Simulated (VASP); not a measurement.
F, 1 atom in the cell. It takes space group P6/mmm (No. 191, hexagonal). The conventional cell has a = 2.276 Å, b = 2.276 Å, c = 1.640 Å, α = 90.00°, β = 90.00°, γ = 120.00°. F (site symmetry 6/mmm) has 8 F at 1.64 to 2.28 Å within 2.3 Å. 

| Quantity | Value |
| --- | --- |
| Program | VASP 6.6.1 |
| Task | relaxation of cell and atoms |
| Functional | PBE |
| Potentials or basis | VASP PAW PBE potentials, release 64 (F) |
| Cutoff | 600 eV |
| k mesh | 20 × 20 × 18 |
| Occupations | fermi-dirac, width 0.08 eV |
| Spin | no spin polarisation |
| Target pressure | 53 GPa |
| Dipole correction | no |
| Further INCAR settings | ALGO = Normal; EDIFF = 1e-07; IBRION = 2; EDIFFG = -0.005; NSW = 32; ISIF = 3 |

Potentials or basis: VASP PAW PBE potentials, release 64 (F).

Command:

```console
$ cat potpaw_PBE.64/F/POTCAR > POTCAR
$ mpirun -np 1 vasp_std > vasp.out
```

Hardware: 1 thread of Intel Xeon 8259CL, on a shared host.

How long does it take, and how much memory?

It took 86 s on 1 thread of Intel Xeon 8259CL, on a shared host, peak memory 0.13 GiB. Counts: scf iterations 38, k points 440, ion steps 5.
